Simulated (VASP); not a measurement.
A run of VASP 6.6.1:

The input INCAR:

```
SYSTEM = Hf
PREC = Accurate
ENCUT = 520
EDIFF = 1E-6
ISMEAR = 0
SIGMA = 0.1
LREAL = .FALSE.
LASPH = .TRUE.
NELM = 100
ALGO = Normal
ISIF = 2
LWAVE = .FALSE.
LCHARG = .FALSE.
GGA = PS
NBANDS = 11
```

The input KPOINTS:

```
regular mesh
0
G
  16 16 16
  0 0 0
```

POSCAR

```
Hf
1.0
    0.0000000000      2.3259384000      2.3259384000
    2.3259384000      0.0000000000      2.3259384000
    2.3259384000      2.3259384000      0.0000000000
Hf
1
Direct
    0.0000000000      0.0000000000      0.0000000000
```

Potentials or basis: VASP PAW PBE potentials, release 64 (Hf_pv).

Launch:

```bash
$ cat potpaw_PBE.64/Hf_pv/POTCAR > POTCAR
$ mpirun -np 1 vasp_std > vasp.out
```

Hardware: 1 thread of Intel(R) Xeon(R) 6975P-C (Granite Rapids), with other jobs on the host.

Estimate the wall time of this run.

Wall time 7.9 s on 1 thread of Intel(R) Xeon(R) 6975P-C (Granite Rapids) (shared host), peak memory 0.16 GiB. Counts: scf iterations 11, k points 145.
